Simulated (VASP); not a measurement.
Input of a VASP 6.6.1 run:

Contents of INCAR:

```
  ALGO = Normal
  EDIFF = 1E-6
  ENCUT = 520
  GGA = PS
  ISIF = 2
  ISMEAR = -1
  LASPH = T
  LCHARG = F
  LREAL = F
  LWAVE = F
  NBANDS = 16
  NELM = 100
  PREC = Accurate
  SIGMA = 0.08
```

Contents of KPOINTS:

```
k-points
0
Gamma
  15 15 15
```

POSCAR

```
C
1.0
    1.2422994548      0.7172419246     11.1500000000
   -1.2422994548      0.7172419246     11.1500000000
    0.0000000000     -1.4344838493     11.1500000000
C
4
Direct
    0.0500000000      0.0500000000      0.0500000000
    0.9500000000      0.9500000000      0.9500000000
    0.2830000000      0.2830000000      0.2830000000
    0.7170000000      0.7170000000      0.7170000000
```

Potentials or basis: VASP PAW PBE potentials, release 64 (C).

The run is started by

```sh
$ cat potpaw_PBE.64/C/POTCAR > POTCAR
$ mpirun -np 1 vasp_std > vasp.out
```

Predict the pressure.

-4.6 GPa.

Predict the band gap on the k mesh.

zero (filled and empty bands touch).

What does it give for the largest force?

0.197 eV/Å.

Stress tensor (GPa, compression positive):
```
-6.98  0.00  0.00
 0.00 -6.98  0.00
 0.00  0.00  0.32
```

Caveat: the cell differs from its parent crystal (equal xx and yy strain of +1 %); the stress differs along the axes, from -7 to 0 GPa; this functional lacks dispersion, which binds layers or chains, so the pressure and a relaxed spacing across them are unreliable; the PAW data sets were made with another functional, which shifts forces and pressure a little.
